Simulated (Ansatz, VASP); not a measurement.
# CsBr: VASP beside Ansatz

```
Cs Br
1.0
     4.27640    0.00000    0.00000
     0.00000    4.27640    0.00000
     0.00000    0.00000    4.27640
Cs Br
1 1
Direct
  0.00000 0.00000 0.00000
  0.50000 0.50000 0.50000
```

Alike in both runs: task single point; functional PBEsol; k mesh 6 × 6 × 6; occupations gaussian, width 0.02 eV; no spin polarisation.

|  | VASP | Ansatz |
| --- | --- | --- |
| version | VASP 6.6.1 | Ansatz 0.2.0 |
| potentials or method | VASP PAW PBE potentials, release 64 (Cs_sv, Br), cutoff 500 eV | scalar-relativistic, plane waves, PAW |
| valence electrons in the cell | 16 | 16 |

|  | VASP | Ansatz | Ansatz less VASP |
| --- | --- | --- | --- |
| gap on the k mesh at the Fermi level (eV) | 4.35 | 4.36 | +0.010 |
| least direct gap on the mesh (eV) | 4.35 | 4.36 | +0.010 |
| pressure (GPa) | -0.3 | -0.4 | -0.05 |

VASP's potentials were made for PBE, not for PBEsol.

Neither program's run includes spin-orbit coupling.
